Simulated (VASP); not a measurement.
Here is a VASP 6.6.1 calculation.

The input INCAR:

```
SYSTEM = Hf
ALGO     = Normal         ! electronic algorithm
EDIFF    = 1E-6           ! SCF threshold, eV
ENCUT    = 520            ! plane-wave cutoff, eV
GGA      = PS             ! functional
ISIF     = 2              ! what is computed and relaxed
ISMEAR   = 0              ! smearing method
LASPH    = .TRUE.         ! aspherical terms in the spheres
LCHARG   = .TRUE.         ! write CHGCAR
LELF     = .TRUE.         ! ELF
LREAL    = .FALSE.        ! projectors in reciprocal space
LVHAR    = .TRUE.       
LWAVE    = .FALSE.        ! write WAVECAR
NBANDS   = 11             ! bands
NELM     = 80             ! most SCF steps
PREC     = Accurate       ! precision mode
SIGMA    = 0.1            ! smearing width, eV
```

Contents of KPOINTS:

```
k-points
0
G
  16 16 16
  0 0 0
```

Contents of POSCAR:

```
Hf
1.0
    0.0000000000      2.1639538016      2.1639538016
    2.1639538016      0.0000000000      2.1639538016
    2.1639538016      2.1639538016      0.0000000000
Hf
1
Direct
    0.0000000000      0.0000000000      0.0000000000
```

Potentials or basis: VASP PAW PBE potentials, release 64 (Hf_pv).

The run is started by

```sh
$ cat potpaw_PBE.64/Hf_pv/POTCAR > POTCAR
$ mpirun -np 1 vasp_std > vasp.out
```

Problem. Estimate the band gap on the k mesh.

Solution. Zero (band 5 reaches 6.71 eV, above the bottom of band 6 at 4.85 eV).

Problem. What does it give for the pressure?

Solution. 7.0 GPa.

Caveat: the PAW data sets were made with another functional, which shifts forces and pressure a little; spin-orbit coupling is left out, which moves the levels of the heavy elements.
